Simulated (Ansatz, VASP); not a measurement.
**LaGa2: VASP beside Ansatz**

```xyz
3
Lattice="4.2248 0.0000 0.0000 -2.1124 3.6587 0.0000 0.0000 0.0000 4.3493" Properties=species:S:1:pos:R:3 pbc="T T T"
La    0.0000    0.0000    0.0000
Ga    0.0000    2.4392    2.1746
Ga    2.1124    1.2196    2.1746
```

Alike in both runs: functional LDA; k mesh 9 × 9 × 8; occupations fermi-dirac, width 0.05 eV; no spin polarisation.

Ansatz relaxed the structure, and its values are those at the end. VASP's run is a single point on that final structure, the one shown.

```csv
,VASP,Ansatz
version,VASP 6.6.1,Ansatz 0.2.0
potentials or method,"VASP PAW LDA potentials, release 64 (La, Ga_d)","PAW with Ansatz's default frozen-core files, scalar-relativistic"
plane-wave cutoff (eV),520,420
valence electrons in the cell,37,37
```

|  | VASP | Ansatz | Ansatz less VASP |
| --- | --- | --- | --- |
| pressure (GPa) | 0.1 | 0.0 | -0.07 |

LDA's correlation is that of Perdew and Zunger in VASP and of Perdew and Wang (1992) in Ansatz.

Neither program's run includes spin-orbit coupling.
